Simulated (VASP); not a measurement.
The system is LiF (Griceite).

```xyz
2
Lattice="0.0000 2.1036 2.1036 2.1036 0.0000 2.1036 2.1036 2.1036 0.0000" Properties=species:S:1:pos:R:3 pbc="T T T"
Li    0.0000    0.0000    0.0000
F     2.1036    2.1036    2.1036
```

This cell differs from its parent crystal: strain +5.5%.

Base run:

* Program: VASP 6.6.1
* Functional: PBE
* Potentials or basis: VASP PAW PBE potentials, release 64 (Li_sv, F)
* Cutoff: 520 eV
* k mesh: 10 × 10 × 10
* Occupations: fermi-dirac, width 0.02 eV
* Spin: no spin polarisation

Its results: band gap on the k mesh 8.02 eV, direct.

Problem. The run is repeated on the same cell with these changes: functional from PBE to r2SCAN; occupations from fermi-dirac, width 0.02 eV to gaussian, width 0.01 eV. What comes out?

Solution. Band gap on the k mesh 9.08 eV, direct.

A k mesh can miss the band edges.
